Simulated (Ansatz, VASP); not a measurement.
# Two plane-wave programs on PbO2

Contents of INCAR:

```
PREC = Accurate ; ENCUT = 600
EDIFF = 1E-6 ; ISMEAR = 0
SIGMA = 0.1 ; LREAL = F
LASPH = T ; NELM = 80
ALGO = Normal ; ISIF = 3
LWAVE = F ; LCHARG = F
GGA = PE ; IBRION = 2
NSW = 100 ; EDIFFG = -0.005
```

Contents of KPOINTS:

```
Automatic mesh
0
Gamma
  8 8 10
```

POSCAR

```
PbO2
1.0
    5.0822736339      0.0000000000      0.0000000000
    0.0000000000      5.0822736339      0.0000000000
    0.0000000000      0.0000000000      3.4417018403
Pb O
2 4
Direct
    0.0000000000      0.0000000000      0.0000000000
    0.5000000000      0.5000000000      0.5000000000
    0.3080386960      0.3080386960      0.0000000000
    0.8080386960      0.1919613040      0.5000000000
    0.1919613040      0.8080386960      0.5000000000
    0.6919613040      0.6919613040      0.0000000000
```

Input for Ansatz:

```yaml
crystal:
  lattice:
    - [5.0822738276, 0.0, 0.0]
    - [0.0, 5.0822738276, 0.0]
    - [0.0, 0.0, 3.441701662]
  atoms:
    - { symbol: Pb, position: [0.0, 0.0, 0.0] }
    - { symbol: Pb, position: [0.5, 0.5, 0.5] }
    - { symbol: O, position: [0.3080387051, 0.3080387051, 0.0] }
    - { symbol: O, position: [0.8080387051, 0.1919612949, 0.5] }
    - { symbol: O, position: [0.1919612949, 0.8080387051, 0.5] }
    - { symbol: O, position: [0.6919612949, 0.6919612949, 0.0] }
basis:
  ecutwfc: 420
kpoints:
  mp_grid: { grid: [8, 8, 10] }
hamiltonian:
  xc: pbe
scf:
  occupations: { method: gaussian, width: 0.1 }
output:
  forces: true
  stress: true
  eigenvalues: true
  write_density: true
  write_potential: true
  elf: true
  volumetric_format: npy
relax:
  adjacent_minimum: "off"
  f_tol: 0.005
  max_steps: 80
  cell: { stress_tol: 0.05 }
```

Alike in both runs: task relaxation of cell and atoms; functional PBE; k mesh 8 × 8 × 10; occupations gaussian, width 0.1 eV; no spin polarisation.

|  | VASP | Ansatz |
| --- | --- | --- |
| version | VASP 6.6.1 | Ansatz 0.2.0 |
| potentials or method | VASP PAW PBE potentials, release 64 (Pb_d, O), cutoff 600 eV | scalar-relativistic, plane waves, PAW |
| valence electrons in the cell | 52 | 52 |

Ansatz gave:

```
gap on the k mesh at the Fermi level, each at its own relaxed structure (eV) : none
relaxed volume (Å³/atom)                                                     : 14.82
relaxed cell length with the largest relative difference (Å)                 : 3.442
```

What did VASP give for the same quantities?

gap on the k mesh at the Fermi level, each at its own relaxed structure (eV): none; relaxed volume (Å³/atom): 14.83; relaxed cell length with the largest relative difference (Å): 3.446.

A gap of «none» marks a metal or a gap that the smearing closes.

Spin-orbit coupling is off throughout.
